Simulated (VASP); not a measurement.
Write the native input for VASP 6.6.1 that does the following.

```
Task                   : single point
Functional             : r2SCAN
Potentials or basis    : VASP PAW PBE potentials, release 64 (C)
Cutoff                 : 660 eV
k mesh                 : 12 × 12 × 12
Occupations            : gaussian, width 0.05 eV
Spin                   : no spin polarisation
Dipole correction      : no
Further INCAR settings : ALGO = Normal; EDIFF = 1e-06; NBANDS = 11
```

C:

```
CELL_PARAMETERS angstrom
0.00000 1.78010 1.78010
1.78010 0.00000 1.78010
1.78010 1.78010 0.00000
ATOMIC_POSITIONS crystal
C 0.75000 0.75000 0.75000
C 0.50000 0.50000 0.50000
```

The input as run:

POSCAR

```
C
1.0
    0.0000000000      1.7801035163      1.7801035163
    1.7801035163      0.0000000000      1.7801035163
    1.7801035163      1.7801035163      0.0000000000
C
2
Direct
    0.7500000000      0.7500000000      0.7500000000
    0.5000000000      0.5000000000      0.5000000000
```

INCAR.step1

```
  ALGO = Normal
  EDIFF = 1E-5
  ENCUT = 660
  GGA = PE
  GGA_COMPAT = False
  ISMEAR = 0
  LASPH = True
  LCHARG = False
  LREAL = False
  LWAVE = True
  NBANDS = 11
  NELM = 120
  PREC = Accurate
  SIGMA = 0.05
```

INCAR.step2

```
  ALGO = Normal
  EDIFF = 1E-6
  ENCUT = 660
  GGA_COMPAT = False
  ISIF = 2
  ISMEAR = 0
  ISTART = 1
  LASPH = True
  LCHARG = True
  LELF = True
  LMIXTAU = True
  LREAL = False
  LVHAR = True
  LWAVE = False
  METAGGA = R2SCAN
  NBANDS = 11
  NELM = 120
  PREC = Accurate
  SIGMA = 0.05
```

KPOINTS

```
k-points
0
Gamma
  12 12 12
```

Potentials or basis: VASP PAW PBE potentials, release 64 (C).

Command:

```sh
$ cat potpaw_PBE.64/C/POTCAR > POTCAR
$ cp INCAR.step1 INCAR
$ mpirun -np 1 vasp_std > vasp.out
$ cp INCAR.step2 INCAR
$ mpirun -np 1 vasp_std > vasp.out
```

Results of the run:

* Pressure: 0.2 GPa
* Band gap on the k mesh: 4.36 eV, indirect (least direct gap 5.85 eV)

Caveat: the PAW data sets were made with another functional, which shifts forces and pressure a little.

Run time: 32 s on 1 thread of Intel(R) Xeon(R) Platinum 8488C (Sapphire Rapids), with other jobs on the host, peak memory 0.13 GiB.
